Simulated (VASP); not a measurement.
Write the native input for VASP 6.6.1 that does the following.

* Task: single point
* Functional: HSE06
* Potentials or basis: VASP PAW PBE potentials, release 64 (Be, Te)
* Cutoff: 520 eV
* k mesh: 6 × 6 × 6
* Occupations: gaussian, width 0.01 eV
* Spin: no spin polarisation
* Dipole correction: no
* Grid for exact exchange (PRECFOCK): Normal
* Further INCAR settings: ALGO = Normal; EDIFF = 1e-06; NBANDS = 11
* Screening parameter: 0.2079 1/Å

The system is BeTe.

```
Be Te
1.0
     0.00000    2.82862    2.82862
     2.69228    0.00000    2.82862
     2.69228    2.82862    0.00000
Be Te
1 1
Direct
  0.00000 0.00000 0.00000
  0.25000 0.25000 0.25000
```

This cell differs from its parent crystal: uniaxial x strain -4.8%.

The input as run:

POSCAR

```
BeTe
1.0
    0.0000000000      2.8286236224      2.8286236224
    2.6922839638      0.0000000000      2.8286236224
    2.6922839638      2.8286236224      0.0000000000
Be Te
1 1
Direct
    0.0000000000      0.0000000000      0.0000000000
    0.2500000000      0.2500000000      0.2500000000
```

INCAR.step1

```
  PREC = Accurate
  ENCUT = 520
  EDIFF = 1E-5
  ISMEAR = 0
  SIGMA = 0.01
  LREAL = False
  LASPH = True
  NELM = 80
  ALGO = Normal
  ISIF = 2
  LWAVE = True
  LCHARG = False
  GGA = PE
  NBANDS = 11
```

INCAR.step2

```
  PREC = Accurate
  ENCUT = 520
  EDIFF = 1E-6
  ISMEAR = 0
  SIGMA = 0.01
  LREAL = False
  LASPH = True
  NELM = 80
  ALGO = Normal
  ISIF = 2
  LWAVE = False
  LCHARG = False
  GGA = PE
  LHFCALC = True
  HFSCREEN = 0.2079
  PRECFOCK = Normal
  ISTART = 1
  NBANDS = 11
```

KPOINTS

```
regular mesh
0
Gamma
  6 6 6
```

Potentials or basis: VASP PAW PBE potentials, release 64 (Be, Te).

Command:

```sh
$ cat potpaw_PBE.64/Be/POTCAR potpaw_PBE.64/Te/POTCAR > POTCAR
$ cp INCAR.step1 INCAR
$ mpirun -np 1 vasp_std > vasp.out
$ cp INCAR.step2 INCAR
$ mpirun -np 1 vasp_std > vasp.out
```

Results of the run:

- Pressure: 2.2 GPa
- Band gap on the k mesh: 2.14 eV, indirect (least direct gap 4.21 eV)

Caveat: the cell differs from its parent crystal (uniaxial x strain -4.8%); the PAW data sets were made with another functional, which shifts forces and pressure a little; spin-orbit coupling is left out, which moves the levels of the heavy elements.

Run time: 15 min on 1 thread of Intel(R) Xeon(R) Platinum 8488C (Sapphire Rapids) (shared host), peak memory 0.3 GiB.
